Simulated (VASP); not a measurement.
# TiNi (P4/mmm) in VASP: further runs, part 2 of 2

VASP 6.6.1.

**3. Vibrations by perturbation theory, LDA (volume scaled by 1.015)**

The input, INCAR:

```
SYSTEM = TiNi
PREC = Accurate
ENCUT = 520
EDIFF = 1E-8
ISMEAR = -1
SIGMA = 0.05
LREAL = .FALSE.
LASPH = .TRUE.
NELM = 80
ALGO = Normal
ISIF = 2
LWAVE = .FALSE.
LCHARG = .FALSE.
GGA = CA
NBANDS = 18
IBRION = 8
NSW = 1
```

The input, KPOINTS:

```
regular mesh
0
G
  14 14 10
  0 0 0
```

The input, POSCAR:

```
TiNi
1.0
    2.7156881562      0.0000000000      0.0000000000
    0.0000000000      2.7156881562      0.0000000000
    0.0000000000      0.0000000000      3.4373233799
Ti Ni
1 1
Direct
    0.5000000000      0.5000000000      0.5000000000
    0.0000000000      0.0000000000      0.0000000000
```

Potentials or basis: VASP PAW LDA potentials, release 64 (Ti_sv, Ni).

The run is started by

```bash
$ cat potpaw_LDA.64/Ti_sv/POTCAR potpaw_LDA.64/Ni/POTCAR > POTCAR
$ mpirun -np 1 vasp_std > vasp.out
```

OUTCAR:

```text
SYSTEM = TiNi
   PREC = Accurate
   ENCUT = 520
   EDIFF = 1E-8
   ISMEAR = -1
   LREAL = .FALSE.
   LASPH = .TRUE.
   NELM = 80
   ISIF = 2
   GGA = CA
   IBRION = 8
   NSW = 1

 ion  position               nearest neighbor table
   1  0.500  0.500  0.500-   2 2.58   2 2.58   2 2.58   2 2.58   2 2.58   2 2.58   2 2.58   2 2.58

   2  0.000  0.000  0.000-   1 2.58   1 2.58   1 2.58   1 2.58   1 2.58   1 2.58   1 2.58   1 2.58

  LATTYP: Found a simple tetragonal cell.
 ALAT       =     2.7156881562
 C/A-ratio  =     1.2657283098

  Lattice vectors:

 A1 = (   2.7156881562,   0.0000000000,   0.0000000000)
 A2 = (   0.0000000000,   2.7156881562,   0.0000000000)
 A3 = (   0.0000000000,   0.0000000000,   3.4373233799)

Analysis of symmetry for initial positions (statically):
=====================================================================
 Subroutine PRICEL returns:
 Original cell was already a primitive cell.

 Routine SETGRP: Setting up the symmetry group for a
 simple tetragonal supercell.

 Subroutine GETGRP returns: Found 16 space group operations
 (whereof 16 operations were pure point group operations)
 out of a pool of 16 trial point group operations.

The static configuration has the point symmetry D_4h.

Analysis of symmetry for dynamics (positions and initial velocities):
=====================================================================
 Subroutine PRICEL returns:
 Original cell was already a primitive cell.

 Routine SETGRP: Setting up the symmetry group for a
 simple tetragonal supercell.

 Subroutine GETGRP returns: Found 16 space group operations
 (whereof 16 operations were pure point group operations)
 out of a pool of 16 trial point group operations.

The dynamic configuration has the point symmetry D_4h.

 Subroutine INISYM returns: Found 16 space group operations
 (whereof 16 operations are pure point group operations),
 and found     1 'primitive' translations

----------------------------------------------------------------------------------------

                                     Primitive cell

  volume of cell :      25.3501

  direct lattice vectors                    reciprocal lattice vectors
     2.715688156  0.000000000  0.000000000     0.368230792  0.000000000  0.000000000
     0.000000000  2.715688156  0.000000000     0.000000000  0.368230792  0.000000000
     0.000000000  0.000000000  3.437323380     0.000000000  0.000000000  0.290924039

  length of vectors
     2.715688156  2.715688156  3.437323380     0.368230792  0.368230792  0.290924039

  position of ions in fractional coordinates (direct lattice)
     0.500000000  0.500000000  0.500000000
     0.000000000  0.000000000  0.000000000

  ion indices of the primitive-cell ions
   primitive index   ion index
                 1           1
                 2           2

[... 118 lines left out ...]
  energy without entropy =      -15.85732161  energy(sigma->0) =      -15.86781540

 E-fermi :   9.8432     XC(G=0): -13.0938

 val. band max:        9.8251744552   @ k =   0.5000   0.1429   0.1000
 cond. band min:       9.8453321902   @ k =   0.4286   0.0000   0.5000
 fundamental gap:      0.0201577351
 Fermi energy:         9.8431536972

 k-point     1 :       0.0000    0.0000    0.0000
  band No.  band energies     occupation
      1     -46.2650      2.00000
      2     -22.8935      2.00000
      3     -22.5270      2.00000
      4     -22.5270      2.00000
      5       2.0228      2.00000
      6       5.6285      2.00000
[... 481 lines left out ...]
      5       5.2178      2.00000
      6       6.4856      2.00000
[... 10 lines left out ...]
     17      21.1525      0.00000
     18      21.5168      0.00000

 [... further k-points ...]
[... 5 lines left out ...]
  --------------------------------------------------------------------------------------
  -------------------------------------------------------------------------------------
  Total       -0.3980120     -0.3980120     -0.4801647      0.0000000     -0.0000000     -0.0000000
  in kB      -25.1551323    -25.1551323    -30.3473377      0.0000000     -0.0000000     -0.0000000
  external PRESSURE =     -26.8858674 kB  Pullay stress =       0.0000000 kB

 VOLUME and BASIS-vectors are now :
 -----------------------------------------------------------------------------
  energy-cutoff  :      520.00
  volume of cell :       25.35
      direct lattice vectors                 reciprocal lattice vectors
     2.715688156  0.000000000  0.000000000     0.368230792  0.000000000  0.000000000
     0.000000000  2.715688156  0.000000000     0.000000000  0.368230792  0.000000000
     0.000000000  0.000000000  3.437323380     0.000000000  0.000000000  0.290924039

 POSITION                                       TOTAL-FORCE (eV/Angst)
 -----------------------------------------------------------------------------------
      1.35784      1.35784      1.71866         0.000000      0.000000      0.000000
      0.00000      0.00000      0.00000         0.000000      0.000000      0.000000
 -----------------------------------------------------------------------------------
    total drift:                               -0.000000      0.000000      0.000000

  FREE ENERGIE OF THE ION-ELECTRON SYSTEM (eV)
  ---------------------------------------------------
  free  energy   TOTEN  =       -15.8783091941 eV

  energy  without entropy=      -15.8573216143  energy(sigma->0) =      -15.86781540

[... ionic steps 2 to 3 ...]

--------------------------------------- Ionic step        4  -------------------------------------------

------------------------ aborting loop because EDIFF is reached ----------------------------------------
[... 11 lines left out ...]
[... ionic steps 8 to 8 ...]

--------------------------------------- Ionic step        9  -------------------------------------------

 Free energy of the ion-electron system (eV)
  ---------------------------------------------------
  ---------------------------------------------------
  free energy    TOTEN  =        -0.19051564 eV

  energy without entropy =       -0.19051565

------------------------ aborting loop because EDIFF is reached ----------------------------------------

 INTERNAL STRAIN TENSOR  FOR ION    2  DIRECTION 3   (eV/Angst):
 -----------------------------------------------------------------------------
    -0.02217  0.00000  0.00000
     0.00000 -0.02217  0.00000
    -0.00000  0.00000  0.03253

 INTERNAL STRAIN TENSOR FOR ION    2 for displacements in x,y,z  (eV/Angst):
          X           Y           Z          XY          YZ          ZX
  --------------------------------------------------------------------------------
  x     0.00000     0.00000     0.00000     0.00000     0.00000     0.00000
  y     0.00000     0.00000     0.00000     0.00000     0.00000     0.00000
  z     0.00000     0.00000     0.00000     0.00000     0.00000     0.00000

 SECOND DERIVATIVES (NOT SYMMETRIZED)
 ------------------------------------
               1X          1Y          1Z          2X          2Y          2Z
  1X    -3.939571    0.000000    0.000000    3.939571    0.000000    0.000000
  1Y     0.000000   -3.939571    0.000000    0.000000    3.939571    0.000000
  1Z     0.000000    0.000000   -5.104634    0.000000    0.000000    5.104634
  2X     3.933753    0.000000    0.000000   -3.933753    0.000000    0.000000
  2Y     0.000000    3.933753    0.000000    0.000000   -3.933753    0.000000
  2Z     0.000000    0.000000    5.083210    0.000000    0.000000   -5.083210

 Eigenvectors and eigenvalues of the dynamical matrix
 ----------------------------------------------------

   1 f  =    6.871978 THz    43.177913 2PiTHz  229.224521 cm-1    28.420206 meV
             X         Y         Z           dx          dy          dz
      1.357844  1.357844  1.718662     0.000000    0.000000    0.742804
      0.000000  0.000000  0.000000     0.000000    0.000000   -0.669509
[... 21 lines left out ...]
   6 f/i=    0.007187 THz     0.045154 2PiTHz    0.239717 cm-1     0.029721 meV
             X         Y         Z           dx          dy          dz
      1.357844  1.357844  1.718662     0.000000    0.000000   -0.669509
      0.000000  0.000000  0.000000     0.000000    0.000000   -0.742804

--------------------------------------------------------------------------------------------------------

 ELASTIC MODULI CONTR FROM IONIC RELAXATION (kBar)
 Direction    XX          YY          ZZ          XY          YZ          ZX
 --------------------------------------------------------------------------------
 XX           0.0000      0.0000      0.0000      0.0000      0.0000      0.0000
 YY           0.0000      0.0000      0.0000      0.0000      0.0000      0.0000
 ZZ           0.0000      0.0000      0.0000      0.0000      0.0000      0.0000
 XY           0.0000      0.0000      0.0000      0.0000      0.0000      0.0000
 YZ           0.0000      0.0000      0.0000      0.0000      0.0000      0.0000
 ZX           0.0000      0.0000      0.0000      0.0000      0.0000      0.0000
 --------------------------------------------------------------------------------
```

OSZICAR:

```text
N       E                     dE             d eps       ncg     rms          rms(c)
DAV:   1     0.166323851880E+03    0.16632E+03   -0.10960E+04  8080   0.161E+03
DAV:   2    -0.391274783684E+01   -0.17024E+03   -0.16561E+03  7888   0.356E+02
[... 99 lines left out ...]
RMM:   6    -0.190538566300E+00   -0.66869E-06   -0.19843E-05 13301   0.438E-02    0.343E-03
RMM:   7    -0.190528897763E+00    0.96685E-05   -0.56642E-06 16777   0.143E-02    0.164E-03
RMM:   8    -0.190519632127E+00    0.92656E-05   -0.77875E-07 16217   0.514E-03    0.394E-04
RMM:   9    -0.190517546949E+00    0.20852E-05   -0.21446E-07 17992   0.212E-03    0.179E-04
RMM:  10    -0.190516075843E+00    0.14711E-05   -0.81113E-08 16985   0.968E-04    0.412E-05
RMM:  11    -0.190515630479E+00    0.44536E-06    0.30235E-08 17171   0.468E-04    0.182E-05
RMM:  12    -0.190515638012E+00   -0.75327E-08   -0.16666E-08 17857   0.237E-04    0.861E-06
 Linear response finished
```

stdout:

```text
POSCAR found type information on POSCAR TiNi
 POSCAR found :  2 types and       2 ions
 scaLAPACK will be used
 LDA part: xc-table for (Slater(with rela. corr.)+CA(PZ))
 , standard interpolation
 POSCAR, INCAR and KPOINTS ok, starting setup
 FFT: planning ... GRIDC
 FFT: planning ... GRID_SOFT
 FFT: planning ... GRID
 WAVECAR not read
 entering main loop
 Linear response reoptimize wavefunctions to high precision
 Linear response DOF=           4
 Linear response progress:
 first order change of Fermi-energy  -0.11737E-02
 force on displaced ion       1 direction 1 :  -3.940   0.000   0.000
 Linear response progress:
 first order change of Fermi-energy   0.28749E-02
 force on displaced ion       1 direction 3 :   0.000   0.000  -5.105
 Linear response progress:
 first order change of Fermi-energy   0.12344E-02
 force on displaced ion       2 direction 1 :  -3.934   0.000   0.000
 Linear response progress:
 first order change of Fermi-energy  -0.25045E-02
 force on displaced ion       2 direction 3 :   0.000  -0.000  -5.083
 Linear response finished
```

It took 18 min on 1 thread of Oxide Virtual Turin-like, shared host; peak memory 0.43 GiB.

Results:

| Quantity | Value |
| --- | --- |
| Highest phonon frequency at Γ, LO-TO splitting left out | 229 cm⁻¹ |

Phonon frequencies in cm⁻¹ (negative: imaginary):
```
              q point        frequencies
(0.000, 0.000, 0.000)  0 0 0 201 201 229
```

Caveat: the cell wasn't relaxed at this level first, which shifts response properties.
